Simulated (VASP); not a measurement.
A run of VASP 6.6.1:

Contents of INCAR:

```
SYSTEM = AlN
PREC = Accurate ; ENCUT = 520
EDIFF = 1E-6 ; ISMEAR = 0
SIGMA = 0.2 ; LREAL = .False.
LASPH = .True. ; NELM = 80
ALGO = Normal ; ISIF = 2
LWAVE = .False. ; LCHARG = .True.
GGA = PE ; LELF = .True.
LVHAR = .True. ; NBANDS = 36
```

Contents of KPOINTS:

```
regular mesh
0
Gamma
  6 6 4
  0 0 0
```

Contents of POSCAR:

```
AlN
1.0
    0.0015936122      3.9479113235      0.0037399855
    0.0034179577      0.0037265320      3.9458308843
    7.9008037825      0.0032247166      0.0068962242
Al N
6 6
Direct
    0.4999652397     -0.0001300783      0.2500099079
    0.5000070373      0.0001316478      0.7499988806
   -0.0000241270      0.4998070154      0.2499932351
    0.0000032778      0.5001894529      0.7499970696
    0.5000455860      0.4999958503      0.5000006415
    0.4999832795      0.4999939146      0.0000016604
   -0.0000211637      0.5000006556     -0.0000163813
    1.0000298662      0.5000162136      0.4999982690
    0.4999973255      1.0000059030      0.0000077195
    0.5000420903      0.0000022854      0.5000044930
   -0.0000339107      0.9997870508      0.2501117259
    1.0000054992      0.0002000889      0.7498927791
```

Potentials or basis: VASP PAW PBE potentials, release 64 (Al, N).

Run with:

```console
$ cat potpaw_PBE.64/Al/POTCAR potpaw_PBE.64/N/POTCAR > POTCAR
$ mpirun -np 1 vasp_std > vasp.out
```

Hardware: 1 thread of Intel Xeon 8259CL, with other jobs on the host.

How long does it take, and how much memory?

It took 12 min on 1 thread of Intel Xeon 8259CL, on a shared host, peak memory 0.37 GiB. Counts: scf iterations 19, k points 76.
